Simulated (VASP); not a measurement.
A run of VASP 6.6.1:

POSCAR

```
Ti
1.0
    0.0000000000      1.9885598007      1.9885598007
    1.9885598007      0.0000000000      1.9885598007
    1.9885598007      1.9885598007      0.0000000000
Ti
1
Direct
    0.0000000000      0.0000000000      0.0000000000
```

INCAR.step1

```
SYSTEM = Ti
PREC = Accurate
ENCUT = 520
EDIFF = 1E-5
ISMEAR = -1
SIGMA = 0.05
LREAL = .False.
LASPH = .True.
NELM = 100
ALGO = Normal
ISIF = 2
LWAVE = .True.
LCHARG = .False.
NBANDS = 12
GGA = PE
```

Contents of INCAR.step2:

```
SYSTEM = Ti
PREC = Accurate
ENCUT = 520
EDIFF = 1E-7
ISMEAR = -1
SIGMA = 0.05
LREAL = .False.
LASPH = .True.
NELM = 100
ALGO = Normal
ISIF = 2
LWAVE = .False.
LCHARG = .False.
GGA = PE
LHFCALC = .True.
HFSCREEN = 0.2079
PRECFOCK = Normal
NBANDS = 12
ISTART = 1
```

File KPOINTS:

```
regular mesh
0
Gamma
  6 6 6
  0 0 0
```

Potentials or basis: VASP PAW PBE potentials, release 64 (Ti_sv).

Launch:

```console
$ cat potpaw_PBE.64/Ti_sv/POTCAR > POTCAR
$ cp INCAR.step1 INCAR
$ mpirun -np 1 vasp_std > vasp.out
$ cp INCAR.step2 INCAR
$ mpirun -np 1 vasp_std > vasp.out
```

Hardware: 1 thread of Intel Xeon 8259CL, on a shared host.

**Question.** Estimate the wall time of this run.

**Answer.** Run time: 16 min on 1 thread of Intel Xeon 8259CL, with other jobs on the host, peak memory 0.24 GiB. Counts: k points 16.
